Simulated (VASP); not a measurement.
# SrO (Fm-3m) in VASP: notebook, part 2 of 2

VASP 6.6.1. The steps go on from the part before.

### 4 Single point, PBE (strain +0.040 along x and y, +0.040 along z)

INCAR

```
SYSTEM = SrO
  PREC = Accurate
  ENCUT = 520
  EDIFF = 1E-7
  ISMEAR = 0
  SIGMA = 0.05
  LREAL = .FALSE.
  LASPH = .TRUE.
  NELM = 100
  ALGO = Normal
  ISIF = 2
  LWAVE = .FALSE.
  LCHARG = .FALSE.
  GGA = PE
  NBANDS = 15
```

KPOINTS

```
Automatic mesh
0
G
  8 8 8
  0 0 0
```

POSCAR

```
SrO
1.0
    0.0000000000      2.7012874288      2.7012874288
    2.7012874288      0.0000000000      2.7012874288
    2.7012874288      2.7012874288      0.0000000000
Sr O
1 1
Direct
    0.0000000000      0.0000000000      0.0000000000
    0.5000000000      0.5000000000      0.5000000000
```

On the command line:

```console
cat potpaw_PBE.64/Sr_sv/POTCAR potpaw_PBE.64/O/POTCAR > POTCAR
mpirun -np 1 vasp_std > vasp.out
```

It took 11 s on 1 thread of Intel Xeon 6975P-C, shared host; peak memory 0.17 GiB.

It converged, with:

- Free energy: -11.9519 eV
- Pressure: -7.4 GPa
- Band gap on the k mesh: 3.01 eV, direct

Levels at points of the mesh, in eV from the valence-band top:
```
           k point  band 6  band 7  band 8  band 9  band 10  band 11
(0.00, 0.00, 0.00)    0.00    0.00    0.00    3.01     5.86     5.86
(0.50, 0.00, 0.00)   -1.90   -0.88   -0.88    5.91     7.31     8.01
(0.50, 0.50, 0.00)   -0.62   -0.16   -0.16    3.30     6.75     9.12
```

Caveat: the cell differs from its parent crystal (strain +0.040 along x and y, +0.040 along z). A k mesh can miss the band edges.

### 5 Single point, PBE (strain +0.080 along x and y, +0.080 along z)

INCAR

```
SYSTEM = SrO
PREC = Accurate ; ENCUT = 520
EDIFF = 1E-6 ; ISMEAR = 0
SIGMA = 0.05 ; LREAL = .False.
LASPH = .True. ; NELM = 80
ALGO = Normal ; ISIF = 2
LWAVE = .False. ; LCHARG = .True.
GGA = PE ; LELF = .True.
LVHAR = .True. ; NBANDS = 15
```

KPOINTS

```
Automatic mesh
0
Gamma
  8 8 8
  0 0 0
```

POSCAR

```
SrO
1.0
    0.0000000000      2.8051830992      2.8051830992
    2.8051830992      0.0000000000      2.8051830992
    2.8051830992      2.8051830992      0.0000000000
Sr O
1 1
Direct
    0.0000000000      0.0000000000      0.0000000000
    0.5000000000      0.5000000000      0.5000000000
```

Potentials or basis: VASP PAW PBE potentials, release 64 (Sr_sv, O).

On the command line:

```console
cat potpaw_PBE.64/Sr_sv/POTCAR potpaw_PBE.64/O/POTCAR > POTCAR
mpirun -np 1 vasp_std > vasp.out
```

OUTCAR:

```text
SYSTEM = SrO
   PREC = Accurate
   ENCUT = 520
   EDIFF = 1E-6
   ISMEAR = 0
   LREAL = .False.
   LASPH = .True.
   NELM = 80
   ISIF = 2
   GGA = PE

 ion  position               nearest neighbor table
   1  0.000  0.000  0.000-   2 2.81   2 2.81   2 2.81   2 2.81   2 2.81   2 2.81
   2  0.500  0.500  0.500-   1 2.81   1 2.81   1 2.81   1 2.81   1 2.81   1 2.81

  LATTYP: Found a face centered cubic cell.
 ALAT       =     5.6103661984

  Lattice vectors:

 A1 = (   0.0000000000,   2.8051830992,   2.8051830992)
 A2 = (   2.8051830992,   0.0000000000,   2.8051830992)
 A3 = (   2.8051830992,   2.8051830992,   0.0000000000)
[... 610 lines left out ...]
     12       8.5102      0.00000
     13       9.9686      0.00000
     14      10.9589      0.00000
     15      10.9979      0.00000

 [... further k-points ...]
[... 5 lines left out ...]
  --------------------------------------------------------------------------------------
  -------------------------------------------------------------------------------------
  Total       -3.1623642     -3.1623642     -3.1623642     -0.0000000     -0.0000000     -0.0000000
  in kB     -114.7648329   -114.7648329   -114.7648329     -0.0000000     -0.0000000     -0.0000000
  external PRESSURE =    -114.7648329 kB  Pullay stress =       0.0000000 kB

 VOLUME and BASIS-vectors are now :
 -----------------------------------------------------------------------------
  energy-cutoff  :      520.00
  volume of cell :       44.15
      direct lattice vectors                 reciprocal lattice vectors
     0.000000000  2.805183099  2.805183099    -0.178241485  0.178241485  0.178241485
     2.805183099  0.000000000  2.805183099     0.178241485 -0.178241485  0.178241485
     2.805183099  2.805183099  0.000000000     0.178241485  0.178241485 -0.178241485

 POSITION                                       TOTAL-FORCE (eV/Angst)
 -----------------------------------------------------------------------------------
      0.00000      0.00000      0.00000        -0.000000     -0.000000      0.000000
      2.80518      2.80518      2.80518         0.000000      0.000000     -0.000000
 -----------------------------------------------------------------------------------
    total drift:                                0.000000      0.000000      0.000000

  FREE ENERGIE OF THE ION-ELECTRON SYSTEM (eV)
  ---------------------------------------------------
  free  energy   TOTEN  =       -11.6687928461 eV

  energy  without entropy=      -11.6687928461  energy(sigma->0) =      -11.66879285
```

stdout:

```text
POSCAR found type information on POSCAR SrO
 POSCAR found :  2 types and       2 ions
 scaLAPACK will be used
 LDA part: xc-table for (Slater+PW92), standard interpolation
 POSCAR, INCAR and KPOINTS ok, starting setup
 FFT: planning ... GRIDC
 FFT: planning ... GRID_SOFT
 FFT: planning ... GRID
 WAVECAR not read
 entering main loop
```

Wall time 15 s (1 thread of Intel Xeon 6975P-C, shared host); peak memory 0.18 GiB.

What came out:

```yaml
Free_energy: -11.6688 eV
Pressure: -11.5 GPa
Band_gap_on_the_k_mesh: 2.39 eV, direct
```

Caveat: the cell differs from its parent crystal (strain +0.080 along x and y, +0.080 along z).

### 6 The runs side by side

| cell | gap on the mesh (eV) | pressure (GPa) |
| --- | --- | --- |
| a = 3.379 Å, angles 60.0°, 2 atoms | 2.86 | 38.7 |
| a = 3.526 Å, angles 60.0°, 2 atoms | 3.19 | 14.5 |
| a = 3.820 Å, angles 60.0°, 2 atoms | 3.01 | -7.4 |
| a = 3.967 Å, angles 60.0°, 2 atoms | 2.39 | -11.5 |

Alike in all rows: task single point; level PBE; potentials or basis VASP PAW PBE potentials, release 64 (Sr_sv, O); no spin polarisation; k mesh 8 × 8 × 8; cutoff (eV) 520; smearing gaussian 0.05 eV.

Absolute energies hang on the potentials; compare differences alone.
